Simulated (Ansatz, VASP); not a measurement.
## PtS2 in VASP and in Ansatz

```xyz
3
Lattice="3.8270 0.0000 0.0000 -1.9135 3.3143 0.0000 0.0000 0.0000 6.6591" Properties=species:S:1:pos:R:3 pbc="T T T"
Pt    0.0000    0.0000    0.0000
S     0.0000    2.2095    1.2583
S     1.9135    1.1048    5.4008
```

Alike in both runs: task relaxation of the atoms; functional PBE; k mesh 9 × 9 × 4; occupations gaussian, width 0.05 eV; no spin polarisation.

|  | VASP | Ansatz |
| --- | --- | --- |
| version | VASP 6.6.1 | Ansatz 0.2.0 |
| potentials or method | VASP PAW PBE potentials, release 64 (Pt, S), cutoff 520 eV | scalar-relativistic, plane waves, PAW |
| valence electrons in the cell | 22 | 30 |

|  | VASP | Ansatz | Ansatz less VASP |
| --- | --- | --- | --- |
| gap on the k mesh at the Fermi level, each at its own relaxed structure (eV) | 1.19 | 1.20 | +0.004 |

VASP's potentials hold 22 valence electrons a cell and Ansatz's 30, so a difference there can come from the potentials and not from the codes. Ansatz's warnings: stress scf threshold loose.

Neither program's run includes spin-orbit coupling.
